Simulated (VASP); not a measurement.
# TiAl: single point with LDA

TiAl:

```
Ti Al
1.0
     3.21000    0.00000    0.00000
     0.00000    3.46774    0.00000
     0.00000    0.00000    3.12409
Ti Al
1 1
Direct
  0.00000 0.00000 0.00000
  0.50000 0.50000 0.50000
```

This cell differs from its parent crystal: normal strain along x +0.0275, normal strain along y +0.1100.

```yaml
Program: VASP 6.6.1
Task: single point
Functional: LDA
Potentials_or_basis: VASP PAW LDA potentials, release 64 (Ti_sv, Al)
Cutoff: 520 eV
k_mesh: 14 × 14 × 14
Occupations: gaussian, width 0.15 eV
Spin: no spin polarisation
Dipole_correction: no
Further_INCAR_settings: ALGO = Fast; EDIFF = 1e-06; NBANDS = 14
```

The pressure is -12.4 GPa. The band gap on the k mesh is zero (an odd number of electrons rules out a gap without spin polarisation).

Stress tensor (GPa, compression positive):
```
-14.65   0.00   0.00
  0.00  -8.19   0.00
  0.00   0.00 -14.46
```

Levels at points of the mesh, in eV from the Fermi level:
```csv
k point,band 5,band 6,band 7,band 8,band 9,band 10,band 11,band 12
"(0.00, 0.00, 0.00)",-8.79,-1.31,-1.09,1.48,1.63,1.91,2.69,4.55
"(0.50, 0.00, 0.00)",-5.65,-4.79,-0.45,-0.40,0.62,1.82,2.91,6.34
"(0.00, 0.50, 0.00)",-6.29,-4.95,-0.53,0.30,0.59,2.01,2.11,6.70
"(0.50, 0.50, 0.00)",-4.99,-2.29,-1.90,-1.38,0.94,1.06,2.24,4.01
"(0.00, 0.00, 0.50)",-5.38,-4.72,-0.42,-0.32,0.35,1.73,3.18,6.46
"(0.50, 0.00, 0.50)",-4.34,-1.70,-1.55,-1.13,0.27,0.34,2.76,4.23
"(0.00, 0.50, 0.50)",-4.80,-2.23,-1.69,-1.30,0.71,0.90,2.30,4.15
"(0.50, 0.50, 0.50)",-2.76,-2.74,-2.73,0.26,2.34,2.70,2.80,2.95
```

Wall time 3.1 min on 1 thread of Intel(R) Xeon(R) Platinum 8488C (Sapphire Rapids), on a shared host, peak memory 0.35 GiB.

Caveat: the cell differs from its parent crystal (normal strain along x +0.0275, normal strain along y +0.1100); the stress differs along the axes, from -15 to -8 GPa.
